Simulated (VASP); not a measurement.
Write the native input for VASP 6.6.1 that does the following.

| Item | Value |
| --- | --- |
| Task | single point |
| Functional | PBE |
| Potentials or basis | VASP PAW PBE potentials, release 64 (Y_sv) |
| Cutoff | 520 eV |
| k mesh | 12 × 12 × 12 |
| Occupations | fermi-dirac, width 0.05 eV |
| Spin | collinear spin, ferromagnetic start |
| Starting moments | [1.0] μB |
| Dipole correction | no |
| Further INCAR settings | ALGO = Normal; EDIFF = 1e-07; NBANDS = 16 |

The structure of Y lies in POSCAR:

```
Y
1.0
    0.0000000000      2.4971254466      2.4971254466
    2.4971254466      0.0000000000      2.4971254466
    2.4971254466      2.4971254466      0.0000000000
Y
1
Direct
    0.0000000000      0.0000000000      0.0000000000
```

This cell differs from its parent crystal: volume scaled by 0.96.

The input as run:

INCAR

```
SYSTEM = Y
ALGO = Normal ; EDIFF = 1E-7
ENCUT = 520 ; GGA = PE
ISIF = 2 ; ISMEAR = -1
ISPIN = 2 ; LASPH = .True.
LCHARG = .True. ; LELF = .True.
LMAXMIX = 4 ; LORBIT = 11
LREAL = .False. ; LVHAR = .True.
LWAVE = .False. ; MAGMOM = 1
NBANDS = 16 ; NELM = 150
PREC = Accurate ; SIGMA = 0.05
```

KPOINTS

```
k-points
0
Gamma
  12 12 12
  0 0 0
```

Potentials or basis: VASP PAW PBE potentials, release 64 (Y_sv).

Command:

```sh
$ cat potpaw_PBE.64/Y_sv/POTCAR > POTCAR
$ mpirun -np 1 vasp_std > vasp.out
```

It gave:

```
Pressure                                              : 1.6 GPa
Net moment                                            : 0.00 μB per cell
Valence electrons inside the program's atomic spheres : Y 9.50
```

Run time: 100 s on 1 thread of Intel(R) Xeon(R) 6975P-C (Granite Rapids) (shared host), peak memory 0.23 GiB.
